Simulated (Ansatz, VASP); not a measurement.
**Two plane-wave programs on Ta**

```xyz
2
Lattice="-1.6513 1.6513 1.6513 1.6513 -1.6513 1.6513 3.3026 3.3026 0.0000" Properties=species:S:1:pos:R:3 pbc="T T T"
Ta   -0.0530    0.0530    0.0000
Ta    1.7043    1.5982    1.6513
```

Change from the starting cell: mode 4 (89.6 1/cm) frozen in, largest displacement +0.075 Å.

Alike in both runs: task single point; functional LDA; k mesh 18 × 18 × 10; occupations gaussian, width 0.15 eV; no spin polarisation.

|  | VASP | Ansatz |
| --- | --- | --- |
| version | VASP 6.6.1 | Ansatz 0.2.0 |
| potentials or method | VASP PAW LDA potentials, release 64 (Ta_pv), cutoff 520 eV | scalar-relativistic, plane waves, PAW |
| valence electrons in the cell | 22 | 26 |

```tsv
	VASP	Ansatz	Ansatz less VASP
gap on the k mesh at the Fermi level (eV)	none	none	-
pressure (GPa)	-8.1	-8.8	-0.71
traceless stress, the component that is largest in VASP (GPa)	0.14	0.13	-0.014
rms of the force components (eV/Å)	0.233	0.231	-0.0023
```

LDA's correlation is that of Perdew and Zunger in VASP and of Perdew and Wang (1992) in Ansatz. Atom by atom the forces differ by 0.002 eV/Å (rms over components). A gap of «none» marks a metal or a gap that the smearing closes. VASP's potentials hold 22 valence electrons a cell and Ansatz's 26, so a difference there can come from the potentials and not from the codes.

Neither program's run includes spin-orbit coupling.
